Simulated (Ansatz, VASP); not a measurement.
One calculation of YN, two programs

The input INCAR:

```
PREC     = Accurate       # precision mode
ENCUT    = 520            # plane-wave cutoff, eV
EDIFF    = 1E-8           # SCF threshold, eV
ISMEAR   = -1             # smearing method
SIGMA    = 0.03           # smearing width, eV
LREAL    = F              # projectors in reciprocal space
LASPH    = T              # aspherical terms in the spheres
NELM     = 120            # most SCF steps
ALGO     = Normal         # electronic algorithm
ISIF     = 2              # what is computed and relaxed
LWAVE    = F              # write WAVECAR
LCHARG   = F              # write CHGCAR
GGA      = PS             # functional
LEFG     = T            
NBANDS   = 15             # bands
GGA_COMPAT= F
```

Contents of KPOINTS:

```
Automatic mesh
0
Gamma
  9 9 9
```

Contents of POSCAR:

```
YN
1.0
    0.0000000000      2.4385000000      2.4385000000
    2.4385000000      0.0000000000      2.4385000000
    2.4385000000      2.4385000000      0.0000000000
Y N
1 1
Direct
    0.0000000000      0.0000000000      0.0000000000
    0.5000000000      0.5000000000      0.5000000000
```

Input for Ansatz:

```yaml
crystal:
  lattice:
    - [0.0, 2.4385, 2.4385]
    - [2.4385, 0.0, 2.4385]
    - [2.4385, 2.4385, 0.0]
  atoms:
    - { symbol: "Y", position: [0.0, 0.0, 0.0] }
    - { symbol: "N", position: [0.5, 0.5, 0.5] }
kpoints:
  mp_grid: { grid: [9, 9, 9] }
  band_path:
    path:
      - [0.0, 0.0, 0.0]
      - [0.5, 0.0, 0.5]
      - [0.625, 0.25, 0.625]
      - [0.375, 0.375, 0.75]
      - [0.0, 0.0, 0.0]
      - [0.5, 0.5, 0.5]
      - [0.5, 0.25, 0.75]
      - [0.5, 0.0, 0.5]
    npoints: 5
scf:
  occupations: { method: fermi_dirac, width: 0.03 }
hamiltonian:
  xc: pbesol
  pseudopotentials: { kind: paw }
output:
  forces: true
  stress: true
  eigenvalues: true
  efg: { contact_densities: true }
```

Alike in both runs: task electric field gradients; functional PBEsol; k mesh 9 × 9 × 9; occupations fermi-dirac, width 0.03 eV; no spin polarisation.

|  | VASP | Ansatz |
| --- | --- | --- |
| version | VASP 6.6.1 | Ansatz 0.2.0 |
| potentials or method | VASP PAW PBE potentials, release 64 (Y_sv, N) | PAW with Ansatz's default frozen-core files, scalar-relativistic |
| plane-wave cutoff (eV) | 520 | 420 |
| valence electrons in the cell | 16 | 16 |

```csv
,VASP,Ansatz,Ansatz less VASP
pressure (GPa),-2.2,-2.1,+0.13
```

VASP's potentials were made for PBE, not for PBEsol.
